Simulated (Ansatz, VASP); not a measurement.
## Two plane-wave programs on SrTiO3

```xyz
5
Lattice="3.9177 0.0000 0.0000 0.0000 3.9177 0.0000 0.0000 0.0000 3.9177" Properties=species:S:1:pos:R:3 pbc="T T T"
Sr    0.0000    0.0000    0.0000
Ti    1.9589    1.9589    1.9589
O     1.9589    0.0000    1.9589
O     1.9589    1.9589    0.0000
O     0.0000    1.9589    1.9589
```

Alike in both runs: functional r2SCAN; k mesh 6 × 6 × 6; occupations gaussian, width 0.02 eV; no spin polarisation; Hubbard terms Ti d U = 4.0 eV.

Ansatz relaxed the structure, and its values are those at the end. VASP's run is a single point on that final structure, the one shown.

|  | VASP | Ansatz |
| --- | --- | --- |
| version | VASP 6.6.1 | Ansatz 0.2.0 |
| potentials or method | VASP PAW PBE potentials, release 64 (Sr_sv, Ti_sv, O), cutoff 520 eV | scalar-relativistic, plane waves, PAW |
| valence electrons in the cell | 40 | 40 |

VASP gave:

```
gap on the k mesh at the Fermi level (eV) : 2.84
least direct gap on the mesh (eV)         : 3.28
pressure (GPa)                            : 3.2
```

Question: Which values does Ansatz return?

Answer: gap on the k mesh at the Fermi level (eV): 2.78; least direct gap on the mesh (eV): 3.21; pressure (GPa): 0.0.

VASP's potentials were made for PBE, not for r2SCAN. The programs project onto different local orbitals, so the same U acts differently, and such runs can settle in different states.
